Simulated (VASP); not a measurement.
Input of a VASP 6.6.1 run:

INCAR

```
SYSTEM = TaF3
PREC = Accurate
ENCUT = 600
EDIFF = 1E-6
ISMEAR = 0
SIGMA = 0.15
LREAL = .FALSE.
LASPH = .TRUE.
NELM = 120
ALGO = Normal
ISIF = 2
LWAVE = .FALSE.
LCHARG = .FALSE.
NBANDS = 24
GGA_COMPAT = .FALSE.
```

The input KPOINTS:

```
Automatic mesh
0
G
  12 12 12
  0 0 0
```

The input POSCAR:

```
TaF3
1.0
    3.9012000000      0.0000000000      0.0000000000
    0.0000000000      3.9012000000      0.0000000000
    0.0000000000      0.0000000000      4.0182360000
Ta F
1 3
Direct
    0.0000000000      0.0000000000      0.0000000000
    0.5000000000      0.0000000000      0.0000000000
    0.0000000000      0.5000000000      0.0000000000
    0.0000000000      0.0000000000      0.5000000000
```

Potentials or basis: VASP PAW LDA potentials, release 64 (Ta_pv, F).

Launch:

```sh
$ cat potpaw_LDA.64/Ta_pv/POTCAR potpaw_LDA.64/F/POTCAR > POTCAR
$ mpirun -np 1 vasp_std > vasp.out
```

(1) What does it give for the pressure?

(2) Estimate the band gap on the k mesh.

Results:

(1) 11.1 GPa.

(2) zero (band 16 reaches 5.85 eV, above the bottom of band 17 at 2.98 eV).

Caveat: the cell differs from its parent crystal (strain +0.000 along x and y, +0.030 along z); spin-orbit coupling is left out, which moves the levels of the heavy elements.
